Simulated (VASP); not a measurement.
# PtSe2 (P-3m1) in VASP: further runs

The runs below take PtSe2 through single point, with PBEsol.

Everything below comes from runs of VASP 6.6.1. Logs are shortened: lines on timing, memory, paths and dates and some standing lists are left out, and cuts for length are marked.

### 1 The cell of the first run

The structure is trigonal, space group P-3m1 (No. 164). Conventional cell: a = 3.761 Å, b = 3.761 Å, c = 4.572 Å, α = 90.00°, β = 90.00°, γ = 120.00°. Pt (site symmetry -3m) has 6 Se at 2.48 Å within 3.3 Å. Within 3.3 Å of Se (site symmetry 3m) lie 3 Pt at 2.48 Å and 6 Se at 3.08 to 3.22 Å.

### 2 Single point, PBEsol (strain -0.0600 x Voigt [0, 0, 1, 0, 0, 0])

Contents of INCAR:

```
PREC = Accurate
ENCUT = 520
EDIFF = 1E-6
ISMEAR = 0
SIGMA = 0.15
LREAL = False
LASPH = True
NELM = 80
ALGO = Normal
ISIF = 2
LWAVE = False
LCHARG = True
GGA = PS
LELF = True
LVHAR = True
NBANDS = 18
```

Contents of KPOINTS:

```
Automatic mesh
0
Gamma
  12 12 10
```

Contents of POSCAR:

```
PtSe2
1.0
    3.7607249071      0.0000000000      0.0000000000
   -1.8803624535      3.2568833062      0.0000000000
    0.0000000000      0.0000000000      4.5715116915
Pt Se
1 2
Direct
    0.0000000000      0.0000000000      0.0000000000
    0.3333333333      0.6666666667      0.2606754608
    0.6666666667      0.3333333333      0.7393245392
```

Potentials or basis: VASP PAW PBE potentials, release 64 (Pt, Se).

The run is started by

```console
$ cat potpaw_PBE.64/Pt/POTCAR potpaw_PBE.64/Se/POTCAR > POTCAR
$ mpirun -np 1 vasp_std > vasp.out
```

OUTCAR:

```text
PREC = Accurate
   ENCUT = 520
   EDIFF = 1E-6
   ISMEAR = 0
   LREAL = False
   LASPH = True
   NELM = 80
   ISIF = 2
   GGA = PS

 ion  position               nearest neighbor table
   1  0.000  0.000  0.000-   2 2.48   3 2.48   2 2.48   3 2.48   3 2.48   2 2.48
   2  0.333  0.667  0.261-   1 2.48   1 2.48   1 2.48
   3  0.667  0.333  0.739-   1 2.48   1 2.48   1 2.48

  LATTYP: Found a hexagonal cell.
 ALAT       =     3.7607249071
 C/A-ratio  =     1.2155932179

  Lattice vectors:

 A1 = (   3.7607249071,   0.0000000000,   0.0000000000)
 A2 = (  -1.8803624535,   3.2568833062,   0.0000000000)
 A3 = (   0.0000000000,   0.0000000000,   4.5715116915)

Analysis of symmetry for initial positions (statically):
=====================================================================
 Subroutine PRICEL returns:
 Original cell was already a primitive cell.

 Routine SETGRP: Setting up the symmetry group for a
 hexagonal supercell.

 Subroutine GETGRP returns: Found 12 space group operations
 (whereof 12 operations were pure point group operations)
 out of a pool of 24 trial point group operations.

The static configuration has the point symmetry D_3d.

Analysis of symmetry for dynamics (positions and initial velocities):
=====================================================================
 Subroutine PRICEL returns:
 Original cell was already a primitive cell.

 Routine SETGRP: Setting up the symmetry group for a
 hexagonal supercell.

 Subroutine GETGRP returns: Found 12 space group operations
 (whereof 12 operations were pure point group operations)
 out of a pool of 24 trial point group operations.

The dynamic configuration has the point symmetry D_3d.

 Subroutine INISYM returns: Found 12 space group operations
 (whereof 12 operations are pure point group operations),
 and found     1 'primitive' translations

----------------------------------------------------------------------------------------

                                     Primitive cell

  volume of cell :      55.9930

  direct lattice vectors                    reciprocal lattice vectors
     3.760724907  0.000000000  0.000000000     0.265906182  0.153521006  0.000000000
    -1.880362454  3.256883306  0.000000000     0.000000000  0.307042011  0.000000000
     0.000000000  0.000000000  4.571511691     0.000000000  0.000000000  0.218746023

  length of vectors
     3.760724907  3.760724907  4.571511691     0.307042011  0.307042011  0.218746023

  position of ions in fractional coordinates (direct lattice)
     0.000000000  0.000000000  0.000000000
     0.333333333  0.666666667  0.260675461
     0.666666667  0.333333333  0.739324539

  ion indices of the primitive-cell ions
   primitive index   ion index
                 1           1
                 2           2
                 3           3

----------------------------------------------------------------------------------------

 KPOINTS: Automatic mesh

Automatic generation of k-mesh.
 Grid dimensions read from file:
 generate k-points for:   12   12   10

 Generating k-lattice:

  Cartesian coordinates                     Fractional coordinates (reciprocal lattice)
     0.022158848  0.012793417  0.000000000     0.083333333  0.000000000  0.000000000
     0.000000000  0.025586834  0.000000000     0.000000000  0.083333333  0.000000000
     0.000000000  0.000000000  0.021874602     0.000000000  0.000000000  0.100000000

  Length of vectors
     0.025586834  0.025586834  0.021874602

  Shift w.r.t. Gamma in fractional coordinates (k-lattice)
     0.000000000  0.000000000  0.000000000

 Subroutine IBZKPT returns following result:
 ===========================================

 Found    162 irreducible k-points:

 Following reciprocal coordinates:
            Coordinates               Weight
  0.000000  0.000000  0.000000      1.000000
  0.083333 -0.000000  0.000000      6.000000
  0.166667 -0.000000  0.000000      6.000000
  0.250000 -0.000000  0.000000      6.000000
  0.333333 -0.000000  0.000000      6.000000
  0.416667 -0.000000  0.000000      6.000000
[... 16 lines left out ...]
  0.166667 -0.000000  0.100000      6.000000
  0.000000  0.166667  0.100000      6.000000
 [... further k-points ...]
   k-points           NKPTS =    162   k-points in BZ     NKDIM =    162   number of bands    NBANDS=     18
   number of dos      NEDOS =    301   number of ions     NIONS =      3
   total plane-waves  NPLWV =  28224
   dimension x,y,z NGX =    28 NGY =   28 NGZ =   36
   dimension x,y,z NGXF=    56 NGYF=   56 NGZF=   72
   ions per type =               1   2
   NGX,Y,Z   is equivalent  to a cutoff of  12.38, 12.38, 13.09 a.u.
   NGXF,Y,Z  is equivalent  to a cutoff of  24.76, 24.76, 26.18 a.u.
 SYSTEM =  unknown system
   PREC   = accura    normal or accurate (medium, high low for compatibility)
   ISTART =      0    job   : 0-new  1-cont  2-samecut
   ICHARG =      2    charge: 1-file 2-atom 10-const
   ISPIN  =      1    spin polarized calculation?
   LNONCOLLINEAR =      F non collinear calculations
   LSORBIT =      F    spin-orbit coupling
   LASPH  =      T    aspherical Exc in radial PAW
   ENCUT  =  520.0 eV  38.22 Ry    6.18 a.u.   6.99  6.99  8.50*2*pi/ulx,y,z
   NELM   =     80;   NELMIN=  2; NELMDL= -5     # of ELM steps
   EDIFF  = 0.1E-05   stopping-criterion for ELM
   LREAL  =      F    real-space projection
   EDIFFG = 0.1E-04   stopping-criterion for IOM
   NSW    =      0    number of steps for IOM
   IBRION =     -1    ionic relax: 0-MD 1-quasi-New 2-CG
   NFREE  =      0    steps in history (QN), initial steepest desc. (CG)
   ISIF   =      2    stress and relaxation
   ISYM   =      2    0-nonsym 1-usesym 2-fastsym
   POTIM  = 0.5000    time-step for ionic-motion
   TEBEG  =    0.0;   TEEND  =   0.0 temperature during run
   PSTRESS=    0.0 pullay stress
   NELECT =      22.0000    total number of electrons
   NUPDOWN=      -1.0000    fix difference up-down
   EMIN   =  10.00;   EMAX   =-10.00  energy-range for DOS
   EFERMI =   0.00;   METHOD = LEGACY
   ISMEAR =     0;   SIGMA  =   0.15  broadening in eV -4-tet -1-fermi 0-gaus
   EFERMI_NEDOS =   21; number of points for ismear=-14 and -15
   IALGO  =     38    algorithm
   IMIX   =      4    mixing-type and parameters
     AMIX     =   0.40;   BMIX     =  1.00
[... 23 lines left out ...]
  ---------------------------------------------------
  free energy    TOTEN  =       -15.82289405 eV

  energy without entropy =      -15.81373131  energy(sigma->0) =      -15.81831268

 E-fermi :   7.4078     XC(G=0): -11.2816

 val. band max:        7.3825938696   @ k =   0.0833  -0.0000   0.1000
 cond. band min:       7.4180121853   @ k =   0.0000   0.3333   0.2000
 fundamental gap:      0.0354183157
 Fermi energy:         7.4077521561

 k-point     1 :       0.0000    0.0000    0.0000
  band No.  band energies     occupation
      1      -8.8783      2.00000
      2      -5.1274      2.00000
      3      -0.0917      2.00000
      4       0.5047      2.00000
      5       0.5047      2.00000
      6       3.2978      2.00000
[... 10 lines left out ...]
     17      14.4330      0.00000
     18      18.9280      0.00000

 k-point     2 :       0.0833   -0.0000    0.0000
  band No.  band energies     occupation
      1      -8.7975      2.00000
      2      -5.1995      2.00000
      3       0.0031      2.00000
      4       0.5611      2.00000
      5       0.6133      2.00000
      6       3.1930      2.00000
[... 10 lines left out ...]
     17      14.6700      0.00000
     18      17.9600      0.00000

 k-point     3 :       0.1667   -0.0000    0.0000
  band No.  band energies     occupation
      1      -8.5618      2.00000
      2      -5.3929      2.00000
      3       0.2739      2.00000
      4       0.7224      2.00000
      5       0.9077      2.00000
      6       2.7942      2.00000
[... 10 lines left out ...]
     17      15.2670      0.00000
     18      16.6619      0.00000

 k-point     4 :       0.2500   -0.0000    0.0000
  band No.  band energies     occupation
      1      -8.1930      2.00000
      2      -5.6603      2.00000
      3       0.6670      2.00000
      4       0.9616      2.00000
      5       1.2471      2.00000
      6       2.0971      2.00000
[... 10 lines left out ...]
     17      15.5345      0.00000
     18      15.8952      0.00000

 k-point     5 :       0.3333   -0.0000    0.0000
  band No.  band energies     occupation
      1      -7.7314      2.00000
      2      -5.9665      2.00000
      3       0.6593      2.00000
      4       1.2223      2.00000
      5       1.3382      2.00000
      6       2.1473      2.00000
[... 10 lines left out ...]
     17      15.0741      0.00000
     18      15.8368      0.00000

 k-point     6 :       0.4167   -0.0000    0.0000
  band No.  band energies     occupation
      1      -7.2417      2.00000
      2      -6.3023      2.00000
      3       0.0716      2.00000
      4       1.4174      2.00000
      5       1.7433      2.00000
      6       2.7556      2.00000
[... 10 lines left out ...]
     17      14.8635      0.00000
     18      17.0775      0.00000

 k-point     7 :       0.5000   -0.0000    0.0000
  band No.  band energies     occupation
      1      -6.8977      2.00000
      2      -6.5801      2.00000
      3      -0.1696      2.00000
      4       1.4851      2.00000
      5       1.9314      2.00000
      6       3.1424      2.00000
[... 10 lines left out ...]
     17      14.8077      0.00000
     18      18.4341      0.00000

 k-point     8 :       0.0833    0.0833    0.0000
  band No.  band energies     occupation
      1      -8.6392      2.00000
      2      -5.3315      2.00000
      3       0.1839      2.00000
      4       0.6760      2.00000
      5       0.8107      2.00000
      6       3.0353      2.00000
[... 10 lines left out ...]
     17      15.1877      0.00000
     18      16.8004      0.00000
[... 229 lines left out ...]
     17      15.6942      0.00000
     18      18.2492      0.00000

 k-point    20 :       0.0000    0.0000    0.1000
  band No.  band energies     occupation
      1      -8.8232      2.00000
      2      -5.2923      2.00000
      3       0.1093      2.00000
      4       0.5162      2.00000
      5       0.5162      2.00000
      6       3.2875      2.00000
[... 10 lines left out ...]
     17      14.3807      0.00000
     18      18.8651      0.00000

 k-point    21 :       0.0833   -0.0000    0.1000
  band No.  band energies     occupation
      1      -8.7426      2.00000
      2      -5.3526      2.00000
      3       0.1285      2.00000
      4       0.5938      2.00000
      5       0.6635      2.00000
      6       3.2015      2.00000
[... 10 lines left out ...]
     17      14.3941      0.00000
     18      17.4943      0.00000

 k-point    22 :       0.0000    0.0833    0.1000
  band No.  band energies     occupation
      1      -8.7434      2.00000
      2      -5.3478      2.00000
      3       0.1027      2.00000
      4       0.5503      2.00000
      5       0.7228      2.00000
      6       3.1457      2.00000
[... 10 lines left out ...]
     17      14.9086      0.00000
     18      17.4179      0.00000

 k-point    23 :       0.1667   -0.0000    0.1000
  band No.  band energies     occupation
      1      -8.5060      2.00000
      2      -5.5255      2.00000
      3       0.3110      2.00000
      4       0.7772      2.00000
      5       0.9980      2.00000
      6       2.8892      2.00000
[... 10 lines left out ...]
     17      14.6631      0.00000
     18      16.1583      0.00000

 k-point    24 :       0.0000    0.1667    0.1000
  band No.  band energies     occupation
      1      -8.5130      2.00000
      2      -5.4930      2.00000
      3       0.1631      2.00000
      4       0.6853      2.00000
      5       1.1718      2.00000
      6       2.6283      2.00000
[... 10 lines left out ...]
     17      15.7969      0.00000
     18      16.2643      0.00000

 [... further k-points ...]

------------------------ aborting loop because EDIFF is reached ----------------------------------------

  FORCE on cell =-STRESS in cart. coord.  units (eV):
  Direction    XX          YY          ZZ          XY          YZ          ZX
  --------------------------------------------------------------------------------------
  -------------------------------------------------------------------------------------
  Total        2.3630175      2.3630175      2.7863266      0.0000000     -0.0000000      0.0000000
  in kB       67.6151339     67.6151339     79.7276581      0.0000000     -0.0000000      0.0000000
  external PRESSURE =      71.6526420 kB  Pullay stress =       0.0000000 kB

 VOLUME and BASIS-vectors are now :
 -----------------------------------------------------------------------------
  energy-cutoff  :      520.00
  volume of cell :       55.99
      direct lattice vectors                 reciprocal lattice vectors
     3.760724907  0.000000000  0.000000000     0.265906182  0.153521006  0.000000000
    -1.880362454  3.256883306  0.000000000     0.000000000  0.307042011  0.000000000
     0.000000000  0.000000000  4.571511691     0.000000000  0.000000000  0.218746023

 POSITION                                       TOTAL-FORCE (eV/Angst)
 -----------------------------------------------------------------------------------
      0.00000      0.00000      0.00000        -0.000000      0.000000      0.000000
     -0.00000      2.17126      1.19168         0.000000     -0.000000      0.765078
      1.88036      1.08563      3.37983         0.000000      0.000000     -0.765078
 -----------------------------------------------------------------------------------
    total drift:                               -0.000000      0.000000      0.000000

  FREE ENERGIE OF THE ION-ELECTRON SYSTEM (eV)
  ---------------------------------------------------
  free  energy   TOTEN  =       -15.8228940496 eV

  energy  without entropy=      -15.8137313080  energy(sigma->0) =      -15.81831268
```

Wall time 86 s (1 thread of Intel Xeon 6975P-C (Granite Rapids), shared host); peak memory 0.29 GiB.

Results:

```
Free energy            : -15.8229 eV
Pressure               : 7.2 GPa
Largest force          : 0.765 eV/Å
Band gap on the k mesh : zero (bands 11 and 12 overlap by 0.98 eV)
```

Forces on the atoms (eV/Å):
```
Pt   0.000  0.000  0.000
Se   0.000  0.000  0.765
Se   0.000  0.000 -0.765
```

Levels at points of the mesh, in eV from the Fermi level:
```tsv
k point	band 9	band 10	band 11	band 12	band 13	band 14
(0.00, 0.00, 0.00)	-1.20	-1.20	0.94	1.10	1.10	2.83
(0.50, 0.00, 0.00)	-3.69	-3.64	-3.02	0.55	2.83	4.96
(0.00, 0.00, 0.50)	-1.96	-1.96	-1.64	2.57	2.57	5.02
(0.50, 0.00, 0.50)	-3.25	-3.05	-1.05	0.67	1.48	4.87
```

Caveat: the cell differs from its parent crystal (strain -0.0600 x Voigt [0, 0, 1, 0, 0, 0]); the cell stands under pressure; the PAW data sets were made with another functional, which shifts forces and pressure a little; spin-orbit coupling is left out, which moves the levels of the heavy elements.

### 3 Single point, PBEsol (strain -0.0450 x Voigt [0, 0, 1, 0, 0, 0])

Contents of INCAR:

```
SYSTEM = PtSe2
  PREC = Accurate
  ENCUT = 520
  EDIFF = 1E-6
  ISMEAR = 0
  SIGMA = 0.15
  LREAL = .FALSE.
  LASPH = .TRUE.
  NELM = 80
  ALGO = Normal
  ISIF = 2
  LWAVE = .FALSE.
  LCHARG = .TRUE.
  GGA = PS
  LELF = .TRUE.
  LVHAR = .TRUE.
  NBANDS = 18
```

Contents of KPOINTS:

```
Automatic mesh
0
G
  12 12 10
  0 0 0
```

Edit POSCAR of step 2 so:

```diff
@@ -4,3 +4,3 @@
    -1.8803624535      3.2568833062      0.0000000000
-    0.0000000000      0.0000000000      4.5715116915
+    0.0000000000      0.0000000000      4.6444613461
 Pt Se
```

Potentials or basis: VASP PAW PBE potentials, release 64 (Pt, Se).

The run is started by

```console
$ cat potpaw_PBE.64/Pt/POTCAR potpaw_PBE.64/Se/POTCAR > POTCAR
$ mpirun -np 1 vasp_std > vasp.out
```

It took 69 s on 1 thread of Intel Xeon 6975P-C (Granite Rapids), shared host; peak memory 0.3 GiB.

It converged, with:

```
Free energy            : -15.8615 eV
Pressure               : 5.2 GPa
Largest force          : 0.579 eV/Å
Band gap on the k mesh : zero (bands 11 and 12 overlap by 0.93 eV)
```

Forces in eV/Å, atoms in the order of the input:
```
Pt   0.000  0.000  0.000
Se   0.000  0.000  0.579
Se   0.000  0.000 -0.579
```

Stress tensor (GPa, compression positive):
```
4.88 0.00 0.00
0.00 4.88 0.00
0.00 0.00 5.82
```

Levels at points of the mesh, in eV from the Fermi level:
```tsv
k point	band 8	band 9	band 10	band 11	band 12	band 13	band 14	band 15
(0.00, 0.00, 0.00)	-2.44	-1.15	-1.15	0.89	1.13	1.13	2.94	4.25
(0.50, 0.00, 0.00)	-3.77	-3.61	-3.55	-3.00	0.54	2.74	4.95	6.21
(0.00, 0.00, 0.50)	-2.99	-1.88	-1.88	-1.65	2.51	2.51	4.97	6.26
(0.50, 0.00, 0.50)	-3.54	-3.23	-2.96	-1.07	0.68	1.48	4.83	5.28
```

Caveat: the cell differs from its parent crystal (strain -0.0450 x Voigt [0, 0, 1, 0, 0, 0]); the cell stands under pressure; the PAW data sets were made with another functional, which shifts forces and pressure a little; spin-orbit coupling is left out, which moves the levels of the heavy elements.

### 4 Single point, PBEsol (strain -0.0300 x Voigt [0, 0, 1, 0, 0, 0])

Contents of INCAR:

```
PREC     = Accurate       # precision mode
ENCUT    = 520            # plane-wave cutoff, eV
EDIFF    = 1E-6           # SCF threshold, eV
ISMEAR   = 0              # smearing method
SIGMA    = 0.15           # smearing width, eV
LREAL    = False          # projectors in reciprocal space
LASPH    = True           # aspherical terms in the spheres
NELM     = 100            # most SCF steps
ALGO     = Normal         # electronic algorithm
ISIF     = 2              # what is computed and relaxed
LWAVE    = False          # write WAVECAR
LCHARG   = True           # write CHGCAR
GGA      = PS             # functional
LELF     = True           # ELF
LVHAR    = True         
NBANDS   = 18             # bands
```

Contents of KPOINTS:

```
Automatic mesh
0
Gamma
  12 12 10
```

Edit POSCAR of step 3 so:

```diff
@@ -4,3 +4,3 @@
    -1.8803624535      3.2568833062      0.0000000000
-    0.0000000000      0.0000000000      4.6444613461
+    0.0000000000      0.0000000000      4.7174110008
 Pt Se
```

The run is started by

```console
$ cat potpaw_PBE.64/Pt/POTCAR potpaw_PBE.64/Se/POTCAR > POTCAR
$ mpirun -np 1 vasp_std > vasp.out
```

Run time: 59 s. Hardware: 1 thread of Intel Xeon 6975P-C (Granite Rapids), shared host; peak memory 0.29 GiB.

The run converged. Its results:

| Item | Value |
| --- | --- |
| Free energy | -15.8884 eV |
| Pressure | 3.4 GPa |
| Largest force | 0.391 eV/Å |
| Band gap on the k mesh | zero (bands 11 and 12 overlap by 0.88 eV) |

Forces on the atoms (eV/Å):
```
Pt   0.000  0.000  0.000
Se   0.000  0.000  0.391
Se   0.000  0.000 -0.391
```

Stress tensor (GPa, compression positive):
```
3.16 0.00 0.00
0.00 3.16 0.00
0.00 0.00 3.79
```

Levels at points of the mesh, in eV from the Fermi level:
| k point | band 8 | band 9 | band 10 | band 11 | band 12 | band 13 | band 14 | band 15 |
| --- | --- | --- | --- | --- | --- | --- | --- | --- |
| (0.00, 0.00, 0.00) | -2.45 | -1.11 | -1.11 | 0.84 | 1.16 | 1.16 | 3.06 | 4.19 |
| (0.50, 0.00, 0.00) | -3.79 | -3.53 | -3.47 | -2.98 | 0.54 | 2.66 | 4.94 | 6.13 |
| (0.00, 0.00, 0.50) | -2.97 | -1.80 | -1.80 | -1.65 | 2.46 | 2.46 | 4.93 | 6.36 |
| (0.50, 0.00, 0.50) | -3.49 | -3.20 | -2.87 | -1.09 | 0.70 | 1.48 | 4.81 | 5.13 |

Caveat: the cell differs from its parent crystal (strain -0.0300 x Voigt [0, 0, 1, 0, 0, 0]); the cell stands under pressure; the PAW data sets were made with another functional, which shifts forces and pressure a little; spin-orbit coupling is left out, which moves the levels of the heavy elements.

### 5 Overview

| cell | gap on the mesh (eV) | pressure (GPa) | largest force (eV/Å) |
| --- | --- | --- | --- |
| a = 3.761, b = 3.761, c = 4.572 Å, angles 90.0, 90.0, 120.0°, 3 atoms | none | 7.2 | 0.77 |
| a = 3.761, b = 3.761, c = 4.644 Å, angles 90.0, 90.0, 120.0°, 3 atoms | none | 5.2 | 0.58 |
| a = 3.761, b = 3.761, c = 4.717 Å, angles 90.0, 90.0, 120.0°, 3 atoms | none | 3.4 | 0.39 |

Alike in all rows: task single point; level PBEsol; potentials or basis VASP PAW PBE potentials, release 64 (Pt, Se); no spin polarisation; k mesh 12 × 12 × 10; cutoff (eV) 520; smearing gaussian 0.15 eV.

Caveats: the cell stands under pressure; the PAW data sets were made with another functional, which shifts forces and pressure a little; spin-orbit coupling is left out, which moves the levels of the heavy elements.

Absolute energies hang on the potentials; compare differences alone.

The gap in the log of VASP goes by the Fermi energy; the results here count the filled bands.